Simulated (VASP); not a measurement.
# Ag (Fm-3m) in VASP: notebook

The runs below take Ag through single point, with PBE.

Program: VASP 6.6.1. These are calculated values, not measurements. Logs are shortened: lines on timing, memory, paths and dates and some standing lists are left out, and cuts for length are marked.

## (1) The cell of the first run

Symmetry: Fm-3m, No. 225, cubic system. Conventional cell: a = 4.147 Å, b = 4.147 Å, c = 4.147 Å, α = 90.00°, β = 90.00°, γ = 90.00°. Ag (site symmetry m-3m) has 12 Ag at 2.93 Å within 3.9 Å.

## (2) Single point, PBE

INCAR reads:

```
PREC = Accurate
ENCUT = 520
EDIFF = 1E-6
ISMEAR = -1
SIGMA = 1.0
LREAL = False
LASPH = True
NELM = 60
ALGO = Normal
ISIF = 2
LWAVE = False
LCHARG = False
GGA = PE
NBANDS = 12
```

KPOINTS reads:

```
regular mesh
0
Gamma
  13 13 13
```

POSCAR reads:

```
Ag
1.0
    0.0000000000      2.0734381516      2.0734381516
    2.0734381516      0.0000000000      2.0734381516
    2.0734381516      2.0734381516      0.0000000000
Ag
1
Direct
    0.0000000000      0.0000000000      0.0000000000
```

Potentials or basis: VASP PAW PBE potentials, release 64 (Ag).

On the command line:

```sh
cat potpaw_PBE.64/Ag/POTCAR > POTCAR
mpirun -np 1 vasp_std > vasp.out
```

OUTCAR:

```text
PREC = Accurate
   ENCUT = 520
   EDIFF = 1E-6
   ISMEAR = -1
   LREAL = False
   LASPH = True
   NELM = 60
   ISIF = 2
   GGA = PE

 ion  position               nearest neighbor table
   1  0.000  0.000  0.000-

  LATTYP: Found a face centered cubic cell.
 ALAT       =     4.1468763032

  Lattice vectors:

 A1 = (   0.0000000000,   2.0734381516,   2.0734381516)
 A2 = (   2.0734381516,   0.0000000000,   2.0734381516)
 A3 = (   2.0734381516,   2.0734381516,   0.0000000000)

Analysis of symmetry for initial positions (statically):
=====================================================================
 Subroutine PRICEL returns:
 Original cell was already a primitive cell.

 Routine SETGRP: Setting up the symmetry group for a
 face centered cubic supercell.

 Subroutine GETGRP returns: Found 48 space group operations
[... 9 lines left out ...]

 Routine SETGRP: Setting up the symmetry group for a
 face centered cubic supercell.

 Subroutine GETGRP returns: Found 48 space group operations
[... 11 lines left out ...]
                                     Primitive cell

  volume of cell :      17.8280

  direct lattice vectors                    reciprocal lattice vectors
     0.000000000  2.073438152  2.073438152    -0.241145365  0.241145365  0.241145365
     2.073438152  0.000000000  2.073438152     0.241145365 -0.241145365  0.241145365
     2.073438152  2.073438152  0.000000000     0.241145365  0.241145365 -0.241145365

  length of vectors
     2.932284355  2.932284355  2.932284355     0.417676024  0.417676024  0.417676024

  position of ions in fractional coordinates (direct lattice)
     0.000000000  0.000000000  0.000000000

  ion indices of the primitive-cell ions
   primitive index   ion index
                 1           1

----------------------------------------------------------------------------------------

 KPOINTS: regular mesh

Automatic generation of k-mesh.
 Grid dimensions read from file:
 generate k-points for:   13   13   13

 Generating k-lattice:

  Cartesian coordinates                     Fractional coordinates (reciprocal lattice)
    -0.018549643  0.018549643  0.018549643     0.076923077  0.000000000  0.000000000
     0.018549643 -0.018549643  0.018549643     0.000000000  0.076923077  0.000000000
     0.018549643  0.018549643 -0.018549643     0.000000000  0.000000000  0.076923077

  Length of vectors
     0.032128925  0.032128925  0.032128925

  Shift w.r.t. Gamma in fractional coordinates (k-lattice)
     0.000000000  0.000000000  0.000000000

 Subroutine IBZKPT returns following result:
 ===========================================

 Found     84 irreducible k-points:

 Following reciprocal coordinates:
            Coordinates               Weight
  0.000000  0.000000  0.000000      1.000000
  0.076923  0.000000  0.000000      8.000000
  0.153846  0.000000  0.000000      8.000000
  0.230769  0.000000  0.000000      8.000000
  0.307692  0.000000  0.000000      8.000000
  0.384615  0.000000  0.000000      8.000000
[... 16 lines left out ...]
  0.384615  0.153846  0.000000     24.000000
  0.461538  0.153846  0.000000     24.000000
 [... further k-points ...]
   k-points           NKPTS =     84   k-points in BZ     NKDIM =     84   number of bands    NBANDS=     12
   number of dos      NEDOS =    301   number of ions     NIONS =      1
   total plane-waves  NPLWV =  13824
   dimension x,y,z NGX =    24 NGY =   24 NGZ =   24
   dimension x,y,z NGXF=    48 NGYF=   48 NGZF=   48
   ions per type =               1
   NGX,Y,Z   is equivalent  to a cutoff of  13.61, 13.61, 13.61 a.u.
   NGXF,Y,Z  is equivalent  to a cutoff of  27.21, 27.21, 27.21 a.u.
 SYSTEM =  unknown system
   PREC   = accura    normal or accurate (medium, high low for compatibility)
   ISTART =      0    job   : 0-new  1-cont  2-samecut
   ICHARG =      2    charge: 1-file 2-atom 10-const
   ISPIN  =      1    spin polarized calculation?
   LNONCOLLINEAR =      F non collinear calculations
   LSORBIT =      F    spin-orbit coupling
   LASPH  =      T    aspherical Exc in radial PAW
   ENCUT  =  520.0 eV  38.22 Ry    6.18 a.u.   5.45  5.45  5.45*2*pi/ulx,y,z
   NELM   =     60;   NELMIN=  2; NELMDL= -5     # of ELM steps
   EDIFF  = 0.1E-05   stopping-criterion for ELM
   LREAL  =      F    real-space projection
   EDIFFG = 0.1E-04   stopping-criterion for IOM
   NSW    =      0    number of steps for IOM
   IBRION =     -1    ionic relax: 0-MD 1-quasi-New 2-CG
   NFREE  =      0    steps in history (QN), initial steepest desc. (CG)
   ISIF   =      2    stress and relaxation
   ISYM   =      2    0-nonsym 1-usesym 2-fastsym
   POTIM  = 0.5000    time-step for ionic-motion
   TEBEG  =    0.0;   TEEND  =   0.0 temperature during run
   PSTRESS=    0.0 pullay stress
   NELECT =      11.0000    total number of electrons
   NUPDOWN=      -1.0000    fix difference up-down
   EMIN   =  10.00;   EMAX   =-10.00  energy-range for DOS
   EFERMI =   0.00;   METHOD = LEGACY
   ISMEAR =    -1;   SIGMA  =   1.00  broadening in eV -4-tet -1-fermi 0-gaus
   EFERMI_NEDOS =   21; number of points for ismear=-14 and -15
   IALGO  =     38    algorithm
   IMIX   =      4    mixing-type and parameters
     AMIX     =   0.40;   BMIX     =  1.00
     AMIX_MAG =   1.60;   BMIX_MAG =  1.00
  volume/ion in A,a.u.               =      17.83       120.31
  Fermi-wavevector in a.u.,A,eV,Ry     =   1.393706  2.633723 26.428197  1.942418
  Thomas-Fermi vector in A             =   2.517327
   LORBIT       =      0    0 simple, 1 ext, 2 COOP (PROOUT), +10 PAW based schemes
   GGA     = PE    functional components
   LHFCALC =     F    Hartree Fock is set to
   AEXX    =    0.0000 exact exchange contribution
   IVDW    =     0    specifies the selected vdW correction
   LEPSILON=     F    determine dielectric tensor
   LRPA    =     F    only Hartree local field effects (RPA)
 non-spin polarized calculation
  energy-cutoff  :      520.00
  volume of cell :       17.83
 maximum number of plane-waves:       531
 NGX is ok and might be reduce to    24
   NGX = 11   NGY = 11   NGZ = 11

 number of electron      11.0000000 magnetization

 Free energy of the ion-electron system (eV)
  ---------------------------------------------------
  ext. energy  EPLUGINS =         0.00000000
  ---------------------------------------------------
  free energy    TOTEN  =        -3.27505152 eV

  energy without entropy =       -1.88917812  energy(sigma->0) =       -2.58211482

 E-fermi :   8.1529     XC(G=0): -11.9802

 val. band max:        8.1021735851   @ k =  -0.3077   0.2308   0.0769
 cond. band min:       8.2768786572   @ k =  -0.4615   0.1538   0.0769
 fundamental gap:      0.1747050721
 Fermi energy:         8.1529396913

 k-point     1 :       0.0000    0.0000    0.0000
  band No.  band energies     occupation
      1       0.3663      1.99917
      2       3.0133      1.98835
      3       3.0133      1.98835
      4       3.0133      1.98835
      5       3.9540      1.97042
      6       3.9540      1.97042
      7      23.7424      0.00000
      8      27.0512      0.00000
      9      27.0512      0.00000
     10      27.0512      0.00000
     11      31.7828      0.00000
     12      32.5701      0.00000

 k-point     2 :       0.0769    0.0000    0.0000
  band No.  band energies     occupation
      1       0.5436      1.99901
      2       2.9774      1.98876
      3       3.0595      1.98780
      4       3.0595      1.98780
      5       3.9378      1.97089
      6       3.9378      1.97089
      7      23.7050      0.00000
      8      25.6485      0.00000
      9      27.0924      0.00000
     10      27.0924      0.00000
     11      31.4708      0.00000
     12      32.3996      0.00000

 k-point     3 :       0.1538    0.0000    0.0000
  band No.  band energies     occupation
      1       1.0288      1.99839
      2       2.9307      1.98927
      3       3.1598      1.98652
      4       3.1598      1.98652
      5       3.9263      1.97122
      6       3.9263      1.97122
      7      22.1855      0.00000
      8      24.5916      0.00000
      9      27.1382      0.00000
     10      27.1382      0.00000
     11      30.3728      0.00000
     12      31.7338      0.00000

 k-point     4 :       0.2308    0.0000    0.0000
  band No.  band energies     occupation
      1       1.5668      1.99725
      2       3.1609      1.98651
      3       3.2048      1.98591
      4       3.2048      1.98591
      5       4.0230      1.96834
      6       4.0230      1.96834
      7      19.3255      0.00003
      8      24.3725      0.00000
      9      26.9697      0.00000
     10      26.9697      0.00000
     11      30.1238      0.00000
     12      30.8132      0.00000

 k-point     5 :       0.3077    0.0000    0.0000
  band No.  band energies     occupation
      1       1.7237      1.99678
      2       3.1470      1.98669
      3       3.1470      1.98669
      4       4.1269      1.96494
      5       4.2535      1.96030
      6       4.2535      1.96030
      7      16.3995      0.00052
      8      23.8633      0.00000
      9      26.4167      0.00000
     10      26.4167      0.00000
     11      30.2359      0.00000
     12      30.2359      0.00000

 k-point     6 :       0.3846    0.0000    0.0000
  band No.  band energies     occupation
      1       1.6581      1.99698
      2       3.0599      1.98780
      3       3.0599      1.98780
      4       4.5033      1.94932
      5       4.5033      1.94932
      6       5.6436      1.84959
      7      13.6669      0.00803
      8      23.3312      0.00000
      9      25.7190      0.00000
     10      25.7190      0.00000
     11      30.0447      0.00000
     12      30.0447      0.00000

 k-point     7 :       0.4615    0.0000    0.0000
  band No.  band energies     occupation
      1       1.5930      1.99717
      2       3.0037      1.98846
      3       3.0037      1.98846
      4       4.6598      1.94099
      5       4.6598      1.94099
      6       7.2047      1.44152
      7      11.5091      0.06739
      8      23.0214      0.00000
      9      25.2686      0.00000
     10      25.2686      0.00000
     11      30.0082      0.00000
     12      30.0082      0.00000

 k-point     8 :       0.0769    0.0769    0.0000
  band No.  band energies     occupation
      1       0.6031      1.99895
      2       2.9264      1.98931
      3       3.0960      1.98735
      4       3.0960      1.98735
      5       3.8693      1.97279
      6       3.9920      1.96929
      7      23.7911      0.00000
      8      26.2094      0.00000
      9      26.3786      0.00000
     10      26.3786      0.00000
     11      32.3493      0.00000
     12      32.3493      0.00000
[... 166 lines left out ...]
 k-point    20 :       0.1538    0.1538    0.0000
  band No.  band energies     occupation
      1       1.2556      1.99798
      2       2.6921      1.99154
      3       3.3361      1.98394
      4       3.3361      1.98394
      5       3.6916      1.97717
      6       4.0983      1.96591
      7      23.9166      0.00000
      8      24.6405      0.00000
      9      24.6405      0.00000
     10      24.9266      0.00000
     11      29.6991      0.00000
     12      32.7735      0.00000

 k-point    21 :       0.2308    0.1538    0.0000
  band No.  band energies     occupation
      1       1.7257      1.99677
      2       2.5697      1.99251
      3       3.3670      1.98345
      4       3.4723      1.98162
      5       3.8614      1.97300
      6       4.1912      1.96265
      7      21.7445      0.00000
      8      23.7445      0.00000
      9      24.1162      0.00000
     10      25.6744      0.00000
     11      28.1984      0.00000
     12      32.8118      0.00000

 k-point    22 :       0.3077    0.1538    0.0000
  band No.  band energies     occupation
      1       2.0431      1.99557
      2       2.6861      1.99159
      3       3.2108      1.98582
      4       3.5027      1.98106
      5       4.3732      1.95536
      6       4.5795      1.94541
      7      18.7746      0.00005
      8      23.0995      0.00000
      9      23.6534      0.00000
     10      25.2644      0.00000
     11      29.0331      0.00000
     12      32.5570      0.00000

 k-point    23 :       0.3846    0.1538    0.0000
  band No.  band energies     occupation
      1       2.0017      1.99575
      2       2.9325      1.98925
      3       3.2434      1.98536
      4       3.4395      1.98221
      5       4.5828      1.94524
      6       5.7917      1.82764
      7      15.8757      0.00088
      8      22.7628      0.00000
      9      22.7666      0.00000
     10      24.4892      0.00000
     11      31.2253      0.00000
     12      32.3395      0.00000

 k-point    24 :       0.4615    0.1538    0.0000
  band No.  band energies     occupation
      1       1.9290      1.99605
      2       2.8479      1.99012
      3       3.3544      1.98365
      4       3.6104      1.97893
      5       4.7015      1.93855
      6       7.4102      1.35517
      7      13.2220      0.01250
      8      21.7670      0.00000
      9      22.8246      0.00000
     10      24.0017      0.00000
     11      32.1351      0.00000
     12      32.1505      0.00000

 [... further k-points ...]

------------------------ aborting loop because EDIFF is reached ----------------------------------------

  FORCE on cell =-STRESS in cart. coord.  units (eV):
  Direction    XX          YY          ZZ          XY          YZ          ZX
  --------------------------------------------------------------------------------------
  -------------------------------------------------------------------------------------
  Total        0.4547262      0.4547262      0.4547262     -0.0000000     -0.0000000      0.0000000
  in kB       40.8655445     40.8655445     40.8655445     -0.0000000     -0.0000000      0.0000000
  external PRESSURE =      40.8655445 kB  Pullay stress =       0.0000000 kB

 VOLUME and BASIS-vectors are now :
 -----------------------------------------------------------------------------
  energy-cutoff  :      520.00
  volume of cell :       17.83
      direct lattice vectors                 reciprocal lattice vectors
     0.000000000  2.073438152  2.073438152    -0.241145365  0.241145365  0.241145365
     2.073438152  0.000000000  2.073438152     0.241145365 -0.241145365  0.241145365
     2.073438152  2.073438152  0.000000000     0.241145365  0.241145365 -0.241145365

 POSITION                                       TOTAL-FORCE (eV/Angst)
 -----------------------------------------------------------------------------------
      0.00000      0.00000      0.00000         0.000000      0.000000      0.000000
 -----------------------------------------------------------------------------------
    total drift:                                0.000000      0.000000     -0.000000

  FREE ENERGIE OF THE ION-ELECTRON SYSTEM (eV)
  ---------------------------------------------------
  free  energy   TOTEN  =        -3.2750515231 eV

  energy  without entropy=       -1.8891781195  energy(sigma->0) =       -2.58211482
```

Run time: 5.9 s. Hardware: 1 thread of Intel Xeon 6975P-C (Granite Rapids), shared host; peak memory 0.15 GiB.

Results:

| Item | Value |
| --- | --- |
| Free energy | -3.2751 eV |
| Pressure | 4.1 GPa |

## (3) Single point, PBE

INCAR reads:

```
SYSTEM = Ag
PREC     = Accurate       ! precision mode
ENCUT    = 520            ! plane-wave cutoff, eV
EDIFF    = 1E-7           ! SCF threshold, eV
ISMEAR   = 0              ! smearing method
SIGMA    = 0.01           ! smearing width, eV
LREAL    = .False.        ! projectors in reciprocal space
LASPH    = .True.         ! aspherical terms in the spheres
NELM     = 100            ! most SCF steps
ALGO     = Normal         ! electronic algorithm
ISIF     = 2              ! what is computed and relaxed
LWAVE    = .False.        ! write WAVECAR
LCHARG   = .False.        ! write CHGCAR
GGA      = PE             ! functional
NBANDS   = 12             ! bands
```

KPOINTS reads:

```
regular mesh
0
Gamma
  13 13 13
  0 0 0
```

POSCAR is that of step 2.

Potentials or basis: VASP PAW PBE potentials, release 64 (Ag).

On the command line:

```sh
cat potpaw_PBE.64/Ag/POTCAR > POTCAR
mpirun -np 1 vasp_std > vasp.out
```

It took 6.2 s on 1 thread of Intel Xeon 6975P-C (Granite Rapids), shared host; peak memory 0.15 GiB.

Results (log left out):

```
Free energy : -2.7148 eV
Pressure    : -0.3 GPa
```

Levels at points of the mesh, in eV from the Fermi level:
```tsv
k point	band 2	band 3	band 4	band 5	band 6	band 7	band 8	band 9	band 10	band 11
(0.00, 0.00, 0.00)	-4.85	-4.85	-4.85	-3.89	-3.89	15.73	19.04	19.04	19.04	23.74
```

[end of part 1 of 2]
